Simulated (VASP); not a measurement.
A run of VASP 6.6.1 is set up as follows.

File INCAR:

```
PREC = Accurate
ENCUT = 520
EDIFF = 1E-6
ISMEAR = 0
SIGMA = 0.15
LREAL = F
LASPH = T
NELM = 80
ALGO = Fast
ISIF = 2
LWAVE = F
LCHARG = F
GGA = PS
NBANDS = 13
```

Contents of KPOINTS:

```
Automatic mesh
0
Gamma
  20 20 20
```

File POSCAR:

```
W
1.0
    0.0000000000      2.0909000000      1.9691000000
    2.0909000000      0.0000000000      1.9691000000
    2.0909000000      2.0909000000      0.0000000000
W
1
Direct
    0.0000000000      0.0000000000      0.0000000000
```

Potentials or basis: VASP PAW PBE potentials, release 64 (W_sv).

Run with:

```bash
$ cat potpaw_PBE.64/W_sv/POTCAR > POTCAR
$ mpirun -np 1 vasp_std > vasp.out
```

**Question.** What does it give for the band gap on the k mesh?

**Answer.** Zero (bands 7 and 8 overlap by 4.01 eV).

**Question.** Predict the pressure.

**Answer.** -19.3 GPa.

Stress tensor (GPa, compression positive):
```
-13.89   0.00   0.00
  0.00 -13.89   0.00
  0.00   0.00 -30.00
```

Caveat: the cell differs from its parent crystal (strain +0.030 along x and y, -0.030 along z); the cell stands under tension; the PAW data sets were made with another functional, which shifts forces and pressure a little; spin-orbit coupling is left out, which moves the levels of the heavy elements.
